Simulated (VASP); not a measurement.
# Ga2O3 (R-3c) in VASP: notebook

The runs below take Ga2O3 through single point, with PBE.

All numbers are computed with VASP 6.6.1; they aren't measurements. Logs are shortened: lines on timing, memory, paths and dates and some standing lists are left out, and cuts for length are marked.

**1. The cell of the first run**

It takes space group R-3c (No. 167, trigonal). Conventional cell: a = 5.057 Å, b = 5.057 Å, c = 12.942 Å, α = 90.00°, β = 90.00°, γ = 120.00°. Ga (site symmetry 3) has 6 O at 1.93 to 2.06 Å within 2.6 Å. Within 2.6 Å of O (site symmetry 2) lie 4 Ga at 1.93 to 2.06 Å.

**2. Single point, PBE (strain +0.000 along x and y, -0.050 along z)**

INCAR reads:

```
PREC     = Accurate       # precision mode
ENCUT    = 520            # plane-wave cutoff, eV
EDIFF    = 1E-6           # SCF threshold, eV
ISMEAR   = 0              # smearing method
SIGMA    = 0.05           # smearing width, eV
LREAL    = F              # projectors in reciprocal space
LASPH    = T              # aspherical terms in the spheres
NELM     = 60             # most SCF steps
ALGO     = Normal         # electronic algorithm
ISIF     = 2              # what is computed and relaxed
LWAVE    = F              # write WAVECAR
LCHARG   = F              # write CHGCAR
GGA      = PE             # functional
NBANDS   = 55             # bands
```

KPOINTS reads:

```
Automatic mesh
0
Gamma
  6 6 6
```

POSCAR reads:

```
Ga2O3
1.0
    2.5287245560      1.4599598031      4.3139834531
   -2.5287245560      1.4599598031      4.3139834531
    0.0000000000     -2.9199196063      4.3139834531
Ga O
4 6
Direct
    0.3558687539      0.3558687539      0.3558687539
    0.1441312461      0.1441312461      0.1441312461
    0.6441312461      0.6441312461      0.6441312461
    0.8558687539      0.8558687539      0.8558687539
    0.5531733332      0.9468266668      0.2500000000
    0.2500000000      0.5531733332      0.9468266668
    0.9468266668      0.2500000000      0.5531733332
    0.4468266668      0.0531733332      0.7500000000
    0.7500000000      0.4468266668      0.0531733332
    0.0531733332      0.7500000000      0.4468266668
```

Potentials or basis: VASP PAW PBE potentials, release 64 (Ga_d, O).

The run is started by

```console
$ cat potpaw_PBE.64/Ga_d/POTCAR potpaw_PBE.64/O/POTCAR > POTCAR
$ mpirun -np 1 vasp_std > vasp.out
```

OUTCAR:

```text
PREC = Accurate
   ENCUT = 520
   EDIFF = 1E-6
   ISMEAR = 0
   LREAL = F
   LASPH = T
   NELM = 60
   ISIF = 2
   GGA = PE

 ion  position               nearest neighbor table
   1  0.356  0.356  0.356-  10 1.93   9 1.93   8 1.93   5 2.06   7 2.06   6 2.06   2 2.74
   2  0.144  0.144  0.144-   9 1.93  10 1.93   8 1.93   5 2.06   6 2.06   7 2.06   1 2.74
   3  0.644  0.644  0.644-   7 1.93   6 1.93   5 1.93   8 2.06  10 2.06   9 2.06   4 2.74
   4  0.856  0.856  0.856-   6 1.93   7 1.93   5 1.93   8 2.06   9 2.06  10 2.06   3 2.74
   5  0.553  0.947  0.250-   3 1.93   4 1.93   1 2.06   2 2.06
   6  0.250  0.553  0.947-   4 1.93   3 1.93   2 2.06   1 2.06
   7  0.947  0.250  0.553-   3 1.93   4 1.93   1 2.06   2 2.06
   8  0.447  0.053  0.750-   1 1.93   2 1.93   3 2.06   4 2.06
   9  0.750  0.447  0.053-   2 1.93   1 1.93   4 2.06   3 2.06
  10  0.053  0.750  0.447-   1 1.93   2 1.93   3 2.06   4 2.06

  LATTYP: Found a trigonal (rhomboedric) cell.
 ALAT       =     5.2092594234
 COS(alpha) =     0.5287177583

  Lattice vectors:

 A1 = (   2.5287245560,   1.4599598031,   4.3139834531)
 A2 = (  -2.5287245560,   1.4599598031,   4.3139834531)
 A3 = (   0.0000000000,  -2.9199196063,   4.3139834531)

Analysis of symmetry for initial positions (statically):
=====================================================================
 Subroutine PRICEL returns:
 Original cell was already a primitive cell.

 Routine SETGRP: Setting up the symmetry group for a
 trigonal (rhombohedral) supercell.

 Subroutine GETGRP returns: Found 12 space group operations
 (whereof  6 operations were pure point group operations)
 out of a pool of 12 trial point group operations.

The static configuration has the point symmetry S_6 .
 The point group associated with its full space group is D_3d.

Analysis of symmetry for dynamics (positions and initial velocities):
=====================================================================
 Subroutine PRICEL returns:
 Original cell was already a primitive cell.

 Routine SETGRP: Setting up the symmetry group for a
 trigonal (rhombohedral) supercell.

 Subroutine GETGRP returns: Found 12 space group operations
 (whereof  6 operations were pure point group operations)
 out of a pool of 12 trial point group operations.

The dynamic configuration has the point symmetry S_6 .
 The point group associated with its full space group is D_3d.

 Subroutine INISYM returns: Found 12 space group operations
 (whereof  6 operations are pure point group operations),
 and found     1 'primitive' translations

----------------------------------------------------------------------------------------

                                     Primitive cell

  volume of cell :      95.5591

  direct lattice vectors                    reciprocal lattice vectors
     2.528724556  1.459959803  4.313983453     0.197728139  0.114158394  0.077268107
    -2.528724556  1.459959803  4.313983453    -0.197728139  0.114158394  0.077268107
     0.000000000 -2.919919606  4.313983453     0.000000000 -0.228316788  0.077268107

  length of vectors
     5.209259423  5.209259423  5.209259423     0.241037168  0.241037168  0.241037168

  position of ions in fractional coordinates (direct lattice)
     0.355868754  0.355868754  0.355868754
     0.144131246  0.144131246  0.144131246
     0.644131246  0.644131246  0.644131246
     0.855868754  0.855868754  0.855868754
     0.553173333  0.946826667  0.250000000
     0.250000000  0.553173333  0.946826667
     0.946826667  0.250000000  0.553173333
     0.446826667  0.053173333  0.750000000
     0.750000000  0.446826667  0.053173333
     0.053173333  0.750000000  0.446826667

  ion indices of the primitive-cell ions
   primitive index   ion index
                 1           1
                 2           2
                 3           3
                 4           4
                 5           5
                 6           6
                 7           7
                 8           8
                 9           9
                10          10

----------------------------------------------------------------------------------------

 KPOINTS: Automatic mesh

Automatic generation of k-mesh.
 Grid dimensions read from file:
 generate k-points for:    6    6    6

 Generating k-lattice:

  Cartesian coordinates                     Fractional coordinates (reciprocal lattice)
     0.032954690  0.019026399  0.012878018     0.166666667 -0.000000000 -0.000000000
    -0.032954690  0.019026399  0.012878018    -0.000000000  0.166666667 -0.000000000
     0.000000000 -0.038052798  0.012878018     0.000000000  0.000000000  0.166666667

  Length of vectors
     0.040172861  0.040172861  0.040172861

  Shift w.r.t. Gamma in fractional coordinates (k-lattice)
     0.000000000  0.000000000  0.000000000

 Subroutine IBZKPT returns following result:
 ===========================================

 Found     32 irreducible k-points:

 Following reciprocal coordinates:
            Coordinates               Weight
  0.000000  0.000000  0.000000      1.000000
  0.166667 -0.000000  0.000000      6.000000
  0.333333 -0.000000  0.000000      6.000000
  0.500000  0.000000  0.000000      3.000000
  0.166667  0.166667  0.000000      6.000000
  0.333333  0.166667  0.000000     12.000000
[... 16 lines left out ...]
  0.500000  0.500000  0.166667      6.000000
 -0.333333  0.500000  0.166667     12.000000
 [... further k-points ...]
   k-points           NKPTS =     32   k-points in BZ     NKDIM =     32   number of bands    NBANDS=     55
   number of dos      NEDOS =    301   number of ions     NIONS =     10
   total plane-waves  NPLWV =  64000
   dimension x,y,z NGX =    40 NGY =   40 NGZ =   40
   dimension x,y,z NGXF=    80 NGYF=   80 NGZF=   80
   ions per type =               4   6
   NGX,Y,Z   is equivalent  to a cutoff of  12.77, 12.77, 12.77 a.u.
   NGXF,Y,Z  is equivalent  to a cutoff of  25.53, 25.53, 25.53 a.u.
 SYSTEM =  unknown system
   PREC   = accura    normal or accurate (medium, high low for compatibility)
   ISTART =      0    job   : 0-new  1-cont  2-samecut
   ICHARG =      2    charge: 1-file 2-atom 10-const
   ISPIN  =      1    spin polarized calculation?
   LNONCOLLINEAR =      F non collinear calculations
   LSORBIT =      F    spin-orbit coupling
   LASPH  =      T    aspherical Exc in radial PAW
   ENCUT  =  520.0 eV  38.22 Ry    6.18 a.u.   9.69  9.69  9.69*2*pi/ulx,y,z
   NELM   =     60;   NELMIN=  2; NELMDL= -5     # of ELM steps
   EDIFF  = 0.1E-05   stopping-criterion for ELM
   LREAL  =      F    real-space projection
   EDIFFG = 0.1E-04   stopping-criterion for IOM
   NSW    =      0    number of steps for IOM
   IBRION =     -1    ionic relax: 0-MD 1-quasi-New 2-CG
   NFREE  =      0    steps in history (QN), initial steepest desc. (CG)
   ISIF   =      2    stress and relaxation
   ISYM   =      2    0-nonsym 1-usesym 2-fastsym
   POTIM  = 0.5000    time-step for ionic-motion
   TEBEG  =    0.0;   TEEND  =   0.0 temperature during run
   PSTRESS=    0.0 pullay stress
   NELECT =      88.0000    total number of electrons
   NUPDOWN=      -1.0000    fix difference up-down
   EMIN   =  10.00;   EMAX   =-10.00  energy-range for DOS
   EFERMI =   0.00;   METHOD = LEGACY
   ISMEAR =     0;   SIGMA  =   0.05  broadening in eV -4-tet -1-fermi 0-gaus
   EFERMI_NEDOS =   21; number of points for ismear=-14 and -15
   IALGO  =     38    algorithm
   IMIX   =      4    mixing-type and parameters
     AMIX     =   0.40;   BMIX     =  1.00
     AMIX_MAG =   1.60;   BMIX_MAG =  1.00
  volume/ion in A,a.u.               =       9.56        64.49
  Fermi-wavevector in a.u.,A,eV,Ry     =   1.592740  3.009843 34.515560  2.536822
  Thomas-Fermi vector in A             =   2.691079
   LORBIT       =      0    0 simple, 1 ext, 2 COOP (PROOUT), +10 PAW based schemes
   GGA     = PE    functional components
   LHFCALC =     F    Hartree Fock is set to
   AEXX    =    0.0000 exact exchange contribution
   IVDW    =     0    specifies the selected vdW correction
   LEPSILON=     F    determine dielectric tensor
   LRPA    =     F    only Hartree local field effects (RPA)
 non-spin polarized calculation
 Gauss-broadening in eV      SIGMA  =   0.05
  energy-cutoff  :      520.00
  volume of cell :       95.56
 maximum number of plane-waves:      2593
   NGX = 19   NGY = 19   NGZ = 19

 number of electron      87.9999997 magnetization

 Free energy of the ion-electron system (eV)
  ---------------------------------------------------
  ext. energy  EPLUGINS =         0.00000000
  ---------------------------------------------------
  free energy    TOTEN  =       -59.07081942 eV

  energy without entropy =      -59.07081942  energy(sigma->0) =      -59.07081942

 E-fermi :   4.9928     XC(G=0): -12.2618

 val. band max:        4.7255956980   @ k =  -0.1667   0.1667   0.0000
 cond. band min:       7.5098605608   @ k =   0.0000   0.0000   0.0000
 fundamental gap:      2.7842648629
 Fermi energy:         4.9928433538

 k-point     1 :       0.0000    0.0000    0.0000
  band No.  band energies     occupation
      1     -14.4102      2.00000
      2     -12.3535      2.00000
      3     -12.3535      2.00000
      4     -12.3402      2.00000
      5     -12.3402      2.00000
      6     -12.1618      2.00000
[... 47 lines left out ...]
     54      15.9787      0.00000
     55      17.4072      0.00000

 k-point     2 :       0.1667   -0.0000    0.0000
  band No.  band energies     occupation
      1     -14.2846      2.00000
      2     -12.5005      2.00000
      3     -12.3758      2.00000
      4     -12.3658      2.00000
      5     -12.3233      2.00000
      6     -12.1692      2.00000
[... 47 lines left out ...]
     54      16.5174      0.00000
     55      17.1990      0.00000

 k-point     3 :       0.3333   -0.0000    0.0000
  band No.  band energies     occupation
      1     -13.9315      2.00000
      2     -12.8986      2.00000
      3     -12.4081      2.00000
      4     -12.4041      2.00000
      5     -12.2936      2.00000
      6     -12.2052      2.00000
[... 1152 lines left out ...]
 k-point    23 :       0.5000    0.5000    0.1667
  band No.  band energies     occupation
      1     -13.5260      2.00000
      2     -12.8936      2.00000
      3     -12.6676      2.00000
      4     -12.4441      2.00000
      5     -12.4399      2.00000
      6     -12.2842      2.00000
[... 47 lines left out ...]
     54      16.8615      0.00000
     55      16.9845      0.00000

 k-point    24 :      -0.3333    0.5000    0.1667
  band No.  band energies     occupation
      1     -13.3421      2.00000
      2     -13.0090      2.00000
      3     -12.7276      2.00000
      4     -12.5888      2.00000
      5     -12.3296      2.00000
      6     -12.2669      2.00000
[... 47 lines left out ...]
     54      16.7257      0.00000
     55      17.0496      0.00000

 [... further k-points ...]

------------------------ aborting loop because EDIFF is reached ----------------------------------------

  FORCE on cell =-STRESS in cart. coord.  units (eV):
  Direction    XX          YY          ZZ          XY          YZ          ZX
  --------------------------------------------------------------------------------------
  -------------------------------------------------------------------------------------
  Total        4.5448663      4.5448663     11.9250005      0.0000000     -0.0000000      0.0000000
  in kB       76.2008030     76.2008030    199.9386887      0.0000000     -0.0000000      0.0000000
  external PRESSURE =     117.4467649 kB  Pullay stress =       0.0000000 kB

 VOLUME and BASIS-vectors are now :
 -----------------------------------------------------------------------------
  energy-cutoff  :      520.00
  volume of cell :       95.56
      direct lattice vectors                 reciprocal lattice vectors
     2.528724556  1.459959803  4.313983453     0.197728139  0.114158394  0.077268107
    -2.528724556  1.459959803  4.313983453    -0.197728139  0.114158394  0.077268107
     0.000000000 -2.919919606  4.313983453     0.000000000 -0.228316788  0.077268107

 POSITION                                       TOTAL-FORCE (eV/Angst)
 -----------------------------------------------------------------------------------
      0.00000     -0.00000      4.60564         0.000000     -0.000000      0.400047
      0.00000     -0.00000      1.86534         0.000000      0.000000     -0.400047
      0.00000     -0.00000      8.33631         0.000000      0.000000     -0.400047
      0.00000     -0.00000     11.07661         0.000000     -0.000000      0.400047
     -0.99544      1.45996      7.54947         0.050716     -0.000000     -0.000000
     -0.76664     -1.59206      7.54947        -0.025358      0.043922     -0.000000
      1.76208      0.13210      7.54947        -0.025358     -0.043922     -0.000000
      0.99544     -1.45996      5.39248        -0.050716     -0.000000     -0.000000
      0.76664      1.59206      5.39248         0.025358     -0.043922     -0.000000
     -1.76208     -0.13210      5.39248         0.025358      0.043922     -0.000000
 -----------------------------------------------------------------------------------
    total drift:                               -0.000000      0.000000     -0.000000

  FREE ENERGIE OF THE ION-ELECTRON SYSTEM (eV)
  ---------------------------------------------------
  free  energy   TOTEN  =       -59.0708194174 eV

  energy  without entropy=      -59.0708194174  energy(sigma->0) =      -59.07081942
```

It took 4.5 min on 1 thread of AMD EPYC 7R43 (Zen 3), shared host; peak memory 0.26 GiB.

Results:

```yaml
Free_energy: -59.0708 eV
Pressure: 11.7 GPa
Largest_force: 0.400 eV/Å
Band_gap_on_the_k_mesh: 2.78 eV, indirect (least direct gap 2.95 eV)
```

Forces on the atoms (eV/Å):
```
Ga   0.000  0.000  0.400
Ga   0.000  0.000 -0.400
Ga   0.000  0.000 -0.400
Ga   0.000  0.000  0.400
O    0.051  0.000  0.000
O   -0.025  0.044  0.000
O   -0.025 -0.044  0.000
O   -0.051  0.000  0.000
O    0.025 -0.044  0.000
O    0.025  0.044  0.000
```

Stress tensor (GPa, compression positive):
```
 7.62  0.00  0.00
 0.00  7.62  0.00
 0.00  0.00 19.99
```

Caveat: the cell differs from its parent crystal (strain +0.000 along x and y, -0.050 along z). A k mesh can miss the band edges.

**3. Single point, PBE (strain -0.025 along x and y, +0.000 along z)**

INCAR reads:

```
PREC = Accurate
ENCUT = 520
EDIFF = 1E-7
ISMEAR = 0
SIGMA = 0.05
LREAL = F
LASPH = T
NELM = 60
ALGO = Normal
ISIF = 2
LWAVE = F
LCHARG = F
GGA = PE
NBANDS = 55
```

KPOINTS reads:

```
regular mesh
0
Gamma
  6 6 6
```

Edit POSCAR of step 2 so:

```diff
@@ -2,5 +2,5 @@
 1.0
-    2.5287245560      1.4599598031      4.3139834531
-   -2.5287245560      1.4599598031      4.3139834531
-    0.0000000000     -2.9199196063      4.3139834531
+    2.4655064421      1.4234608080      4.5410352138
+   -2.4655064421      1.4234608080      4.5410352138
+    0.0000000000     -2.8469216161      4.5410352138
 Ga O
```

Potentials or basis: VASP PAW PBE potentials, release 64 (Ga_d, O).

The run is started by

```console
$ cat potpaw_PBE.64/Ga_d/POTCAR potpaw_PBE.64/O/POTCAR > POTCAR
$ mpirun -np 1 vasp_std > vasp.out
```

It took 5.7 min on 1 thread of AMD EPYC 7R43 (Zen 3), shared host; peak memory 0.26 GiB.

Results (log left out):

- Free energy: -59.1346 eV
- Pressure: 13.0 GPa
- Largest force: 0.155 eV/Å
- Band gap on the k mesh: 2.93 eV, indirect (least direct gap 3.15 eV)

Forces on the atoms (eV/Å):
```
Ga   0.000  0.000 -0.155
Ga   0.000  0.000  0.155
Ga   0.000  0.000  0.155
Ga   0.000  0.000 -0.155
O   -0.017  0.000  0.000
O    0.008 -0.014  0.000
O    0.008  0.014  0.000
O    0.017  0.000  0.000
O   -0.008  0.014  0.000
O   -0.008 -0.014  0.000
```

Stress tensor (GPa, compression positive):
```
15.88  0.00  0.00
 0.00 15.88  0.00
 0.00  0.00  7.14
```

Levels at points of the mesh, in eV from the valence-band top:
```
           k point  band 41  band 42  band 43  band 44  band 45  band 46  band 47  band 48
(0.00, 0.00, 0.00)    -0.23    -0.23    -0.22    -0.22     2.93     6.70     7.03     9.18
(0.50, 0.00, 0.00)    -1.04    -1.04    -0.19    -0.19     6.45     6.45     6.88     6.88
(0.50, 0.50, 0.00)    -0.85    -0.76    -0.30    -0.17     6.64     6.84     7.79     7.85
(0.50, 0.50, 0.50)    -0.24    -0.24    -0.24    -0.24     6.00     6.00     7.89     7.89
```

Caveat: the cell differs from its parent crystal (strain -0.025 along x and y, +0.000 along z). A k mesh can miss the band edges.

**4. Single point, PBE (strain -0.025 along x and y, +0.025 along z)**

INCAR reads:

```
SYSTEM = Ga2O3
ALGO = Normal
EDIFF = 1E-6
ENCUT = 520
GGA = PE
ISIF = 2
ISMEAR = 0
LASPH = .TRUE.
LCHARG = .FALSE.
LREAL = .FALSE.
LWAVE = .FALSE.
NBANDS = 55
NELM = 60
PREC = Accurate
SIGMA = 0.05
```

KPOINTS reads:

```
k-points
0
G
  6 6 6
  0 0 0
```

Edit POSCAR of step 3 so:

```diff
@@ -2,5 +2,5 @@
 1.0
-    2.4655064421      1.4234608080      4.5410352138
-   -2.4655064421      1.4234608080      4.5410352138
-    0.0000000000     -2.8469216161      4.5410352138
+    2.4655064421      1.4234608080      4.6545610942
+   -2.4655064421      1.4234608080      4.6545610942
+    0.0000000000     -2.8469216161      4.6545610941
 Ga O
```

The run is started by

```console
$ cat potpaw_PBE.64/Ga_d/POTCAR potpaw_PBE.64/O/POTCAR > POTCAR
$ mpirun -np 1 vasp_std > vasp.out
```

It took 5.7 min on 1 thread of AMD EPYC 7R43 (Zen 3), shared host; peak memory 0.28 GiB.

Results (log left out):

- Free energy: -59.1737 eV
- Pressure: 7.6 GPa
- Largest force: 0.271 eV/Å
- Band gap on the k mesh: 2.62 eV, indirect (least direct gap 2.80 eV)

Forces on the atoms (eV/Å):
```
Ga   0.000  0.000 -0.271
Ga   0.000  0.000  0.271
Ga   0.000  0.000  0.271
Ga   0.000  0.000 -0.271
O   -0.015  0.000  0.000
O    0.008 -0.013  0.000
O    0.008  0.013  0.000
O    0.015  0.000  0.000
O   -0.008  0.013  0.000
O   -0.008 -0.013  0.000
```

Stress tensor (GPa, compression positive):
```
12.47  0.00  0.00
 0.00 12.47  0.00
 0.00  0.00 -2.13
```

Levels at points of the mesh, in eV from the valence-band top:
```tsv
k point	band 40	band 41	band 42	band 43	band 44	band 45	band 46	band 47	band 48	band 49
(0.00, 0.00, 0.00)	-0.58	-0.18	-0.18	-0.18	-0.18	2.62	6.38	6.96	9.04	9.55
(0.50, 0.00, 0.00)	-1.18	-1.02	-1.02	-0.24	-0.24	6.10	6.10	6.64	6.64	9.87
(0.50, 0.50, 0.00)	-0.95	-0.84	-0.83	-0.37	-0.20	6.30	6.52	7.54	7.60	8.56
(0.50, 0.50, 0.50)	-1.55	-0.19	-0.19	-0.19	-0.19	5.74	5.74	7.57	7.57	9.64
```

Caveat: the cell differs from its parent crystal (strain -0.025 along x and y, +0.025 along z).

**5. The runs side by side**

```tsv
cell	gap on the mesh (eV)	pressure (GPa)	largest force (eV/Å)
a = 5.209 Å, angles 58.1°, 10 atoms	2.78	11.7	0.40
a = 5.360 Å, angles 54.8°, 10 atoms	2.93	13.0	0.16
a = 5.456 Å, angles 53.7°, 10 atoms	2.62	7.6	0.27
```

Alike in all rows: task single point; level PBE; potentials or basis VASP PAW PBE potentials, release 64 (Ga_d, O); no spin polarisation; k mesh 6 × 6 × 6; cutoff (eV) 520; smearing gaussian 0.05 eV.

Absolute energies hang on the potentials; compare differences alone.
